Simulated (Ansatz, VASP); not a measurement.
One calculation of Al, two programs

Contents of INCAR:

```
SYSTEM = Al
  PREC = Accurate
  ENCUT = 520
  EDIFF = 1E-6
  ISMEAR = 0
  SIGMA = 0.15
  LREAL = .FALSE.
  LASPH = .TRUE.
  NELM = 60
  ALGO = Normal
  ISIF = 2
  LWAVE = .FALSE.
  LCHARG = .TRUE.
  GGA = PS
  LELF = .TRUE.
  LVHAR = .TRUE.
  NBANDS = 8
```

Contents of KPOINTS:

```
Automatic mesh
0
G
  20 20 20
  0 0 0
```

POSCAR

```
Al
1.0
   -1.5514382228      1.5514382228      1.6707796245
    1.5514382228     -1.5514382228      1.6707796245
    1.5514382228      1.5514382228     -1.6707796245
Al
1
Direct
    0.0000000000      0.0000000000      0.0000000000
```

Input for Ansatz:

```yaml
crystal:
  lattice:
    - [-1.5514382228, 1.5514382228, 1.6707796245]
    - [1.5514382228, -1.5514382228, 1.6707796245]
    - [1.5514382228, 1.5514382228, -1.6707796245]
  atoms:
    - { symbol: Al, position: [0.0, 0.0, 0.0] }
basis:
  ecutwfc: 420
kpoints:
  mp_grid: { grid: [20, 20, 20] }
hamiltonian:
  xc: pbesol
scf:
  occupations: { method: gaussian, width: 0.15 }
output:
  forces: true
  stress: true
  eigenvalues: true
```

Change from the starting cell: strain -0.025 along x and y, +0.050 along z, atoms carried along.

Alike in both runs: task single point; functional PBEsol; k mesh 20 × 20 × 20; occupations gaussian, width 0.15 eV; no spin polarisation.

```csv
,VASP,Ansatz
version,VASP 6.6.1,Ansatz 0.2.0
potentials or method,"VASP PAW PBE potentials, release 64 (Al), cutoff 520 eV","scalar-relativistic, plane waves, PAW"
valence electrons in the cell,3,3
```

```csv
,VASP,Ansatz,Ansatz less VASP
gap on the k mesh at the Fermi level (eV),none,none,-
pressure (GPa),2.3,2.3,-0.07
"traceless stress, the component that is largest in VASP (GPa)",2.44,2.44,-0.006
```

VASP's potentials were made for PBE, not for PBEsol. A gap of «none» marks a metal or a gap that the smearing closes. With one functional, cell and mesh, what is left measures potentials, basis and numerics.
